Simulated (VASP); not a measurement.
# Zn: single point with PBE

Zn, a slab with vacuum:

```xyz
4
Lattice="2.6358 0.0000 0.0000 0.0000 5.0929 0.0000 0.0000 0.0000 11.4749" Properties=species:S:1:pos:R:3 pbc="T T T"
Zn    0.0000    3.8197    4.5000
Zn    1.3179    1.2732    4.5009
Zn    1.3179    3.8197    6.9740
Zn    0.0000    1.2732    6.9749
```

```json
{
  "Program": "VASP 6.6.1",
  "Task": "single point",
  "Functional": "PBE",
  "Potentials or basis": "VASP PAW PBE potentials, release 64 (Zn)",
  "Cutoff": "400 eV",
  "k mesh": "14 × 7 × 1",
  "Occupations": "fermi-dirac, width 0.1 eV",
  "Spin": "no spin polarisation"
}
```

```
Largest force          : 0.008 eV/Å
Band gap on the k mesh : zero (bands 24 and 25 overlap by 2.40 eV)
```

Forces in eV/Å, atoms in the order of the input:
```
Zn   0.000  0.000 -0.007
Zn   0.000  0.000 -0.008
Zn   0.000  0.000  0.008
Zn   0.000  0.000  0.007
```

Levels at points of the mesh, in eV from the Fermi level:
| k point | band 22 | band 23 | band 24 | band 25 | band 26 | band 27 |
| --- | --- | --- | --- | --- | --- | --- |
| (0.00, 0.00, 0.00) | -5.07 | -2.12 | -1.98 | -1.15 | 0.36 | 0.65 |
| (0.50, 0.00, 0.00) | -2.44 | 0.04 | 0.04 | 2.96 | 2.96 | 4.33 |

Wall time 2.1 min on 1 thread of Intel(R) Xeon(R) Platinum 8259CL CPU @ 2.50GHz (Skylake/Cascade Lake), on a shared host, peak memory 0.25 GiB.
